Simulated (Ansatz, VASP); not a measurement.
## Sb in VASP and in Ansatz

```
Sb
1.0
     0.00000    2.39810    2.39810
     2.39810    0.00000    2.39810
     2.39810    2.39810    0.00000
Sb
1
Direct
  0.00000 0.00000 0.00000
```

Alike in both runs: functional PBE; k mesh 8 × 8 × 8; occupations gaussian, width 0.1 eV; no spin polarisation.

Ansatz relaxed the structure, and its values are those at the end. VASP's run is a single point on that final structure, the one shown.

|  | VASP | Ansatz |
| --- | --- | --- |
| version | VASP 6.6.1 | Ansatz 0.2.0 |
| potentials or method | VASP PAW PBE potentials, release 64 (Sb), cutoff 500 eV | scalar-relativistic, plane waves, PAW |
| valence electrons in the cell | 5 | 15 |

```csv
,VASP,Ansatz,Ansatz less VASP
gap on the k mesh at the Fermi level (eV),none,none,-
pressure (GPa),0.2,0.3,+0.13
```

A gap of «none» marks a metal or a gap that the smearing closes. With one functional, cell and mesh, what is left measures potentials, basis and numerics. VASP's potentials hold 5 valence electrons a cell and Ansatz's 15, so a difference there can come from the potentials and not from the codes.

Neither program's run includes spin-orbit coupling.
